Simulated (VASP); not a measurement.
Set up this calculation in VASP 6.6.1, as the native input.

| Quantity | Value |
| --- | --- |
| Task | relaxation of cell and atoms |
| Functional | PBE |
| Potentials or basis | VASP PAW PBE potentials, release 64 (Cd, S) |
| Cutoff | 600 eV |
| k mesh | 13 × 13 × 13 |
| Occupations | fermi-dirac, width 0.05 eV |
| Spin | no spin polarisation |
| Target pressure | 11 GPa |
| Dipole correction | no |
| Further INCAR settings | ALGO = Normal; EDIFF = 1e-06; IBRION = 2; EDIFFG = -0.005; NSW = 60; ISIF = 3 |

The structure of CdS (CsCl type) lies in POSCAR:

```
CdS
1.0
    3.2696354849      0.0000000000      0.0000000000
    0.0000000000      3.2696354849      0.0000000000
    0.0000000000      0.0000000000      3.2696354849
Cd S
1 1
Direct
    0.0000000000      0.0000000000      0.0000000000
    0.5000000000      0.5000000000      0.5000000000
```

These files were run (other wordings do the same):

INCAR

```
SYSTEM = CdS
PREC     = Accurate       ! precision mode
ENCUT    = 600            ! plane-wave cutoff, eV
EDIFF    = 1E-6           ! SCF threshold, eV
ISMEAR   = -1             ! smearing method
SIGMA    = 0.05           ! smearing width, eV
LREAL    = .FALSE.        ! projectors in reciprocal space
LASPH    = .TRUE.         ! aspherical terms in the spheres
NELM     = 100            ! most SCF steps
ALGO     = Normal         ! electronic algorithm
ISIF     = 3              ! what is computed and relaxed
LWAVE    = .FALSE.        ! write WAVECAR
LCHARG   = .FALSE.        ! write CHGCAR
GGA      = PE             ! functional
IBRION   = 2              ! ionic algorithm
NSW      = 60             ! ionic steps
EDIFFG   = -0.005         ! ionic threshold
PSTRESS  = 110.0
```

KPOINTS

```
Automatic mesh
0
G
  13 13 13
  0 0 0
```

Potentials or basis: VASP PAW PBE potentials, release 64 (Cd, S).

Command:

```bash
$ cat potpaw_PBE.64/Cd/POTCAR potpaw_PBE.64/S/POTCAR > POTCAR
$ mpirun -np 1 vasp_std > vasp.out
```

Results of the run:

```json
{
 "Relaxed volume": "17.66 Å³/atom",
 "Relaxed cell": "a = 3.281 Å, b = 3.281 Å, c = 3.281 Å, α = 90.00°, β = 90.00°, γ = 90.00°",
 "Space group after relaxing (to 0.1 Å)": "Pm-3m (No. 221)",
 "Energy change on relaxing (the run minimises the enthalpy)": "-13.4 meV/atom",
 "Ionic steps": "3",
 "Pressure after relaxing": "11.0 GPa",
 "Band gap on the k mesh": "zero (bands 9 and 10 overlap by 0.63 eV)"
}
```

Caveat: the cell is relaxed towards a set pressure, so the run minimises the enthalpy, not the energy; semilocal functionals underestimate gaps, so a narrow gap can read as zero.

Wall time 110 s on 1 thread of Intel Xeon 8259CL, with other jobs on the host, peak memory 0.2 GiB.
